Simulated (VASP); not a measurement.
Runs of VASP 6.6.1 on Sn2F. The structure is that of space group P6_3/mmc (No. 194), or close to it. The cells are those of the table. 

```csv
task,cell,k mesh,cutoff (eV),gap on the mesh (eV),pressure (GPa),largest force (eV/Å)
single point,"a = 3.259, b = 3.259, c = 14.260 Å, angles 90.0, 90.0, 120.0°, 6 atoms",6 × 6 × 2,520,none,-0.1,0.01
single point,"a = 3.275, b = 3.275, c = 14.070 Å, angles 90.0, 90.0, 120.0°, 6 atoms",12 × 12 × 4,520,none,-0.1,0.01
single point,"a = 3.459, b = 3.459, c = 12.011 Å, angles 90.0, 90.0, 120.0°, 6 atoms",6 × 6 × 2,520,none,5.2,(a)
relaxation of cell and atoms,"relaxed from a = 3.459, b = 3.459, c = 12.011 Å, angles 90.0, 90.0, 120.0°, 6 atoms",6 × 6 × 2,600,none,-0.1,0.02
```

Alike in all rows: level PBE; potentials or basis VASP PAW PBE potentials, release 64 (Sn_d, F); no spin polarisation; smearing gaussian 0.1 eV.

Task: Fill in the values left out.

Result: (a) 0.24.

Caveats: some runs use coarse meshes; spin-orbit coupling is left out, which moves the levels of the heavy elements.

A k mesh can miss the band edges, and the runs leave out spin-orbit coupling on Sn.

A gap of «none» marks levels without a gap at the run's occupations.
